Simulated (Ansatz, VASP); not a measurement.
# Rh in VASP and in Ansatz

```xyz
11
Lattice="0.0000 5.6936 5.6936 3.7957 0.0000 3.7957 3.7957 3.7957 0.0000" Properties=species:S:1:pos:R:3 pbc="T T T"
Rh    1.8979    1.8979    0.0000
Rh    1.8979    0.0000    1.8979
Rh    3.7957    1.8979    1.8979
Rh   -0.0704    1.9000    1.9000
Rh    1.9251    3.7761    1.8489
Rh    1.9251    1.8489    3.7761
Rh    3.8225    3.7538    3.7538
Rh    0.0704    3.7936    3.7936
Rh    1.8706    5.7132    3.8446
Rh    1.8706    3.8446    5.7132
Rh    3.7689    5.7354    5.7354
```

Alike in both runs: functional PBE; k mesh 2 × 3 × 3; occupations gaussian, width 0.1 eV; no spin polarisation.

Ansatz relaxed the structure, and its values are those at the end. VASP's run is a single point on that final structure, the one shown.

```csv
,VASP,Ansatz
version,VASP 6.6.1,Ansatz 0.2.0
potentials or method,"VASP PAW PBE potentials, release 64 (Rh_pv), cutoff 400 eV","plane waves, PAW"
valence electrons in the cell,165,187
```

Ansatz gave:

- gap on the k mesh at the Fermi level (eV): none
- rms of the force components (eV/Å): 0.011

Problem. Which values does VASP return?

Solution. gap on the k mesh at the Fermi level (eV): none; rms of the force components (eV/Å): 0.012.

A gap of «none» marks a metal or a gap that the smearing closes. The functional is the same, so the differences come from potentials, cutoffs and numerics. VASP's potentials hold 165 valence electrons a cell and Ansatz's 187, so a difference there can come from the potentials and not from the codes.

The k mesh is coarse, so the values compare programs but aren't converged.
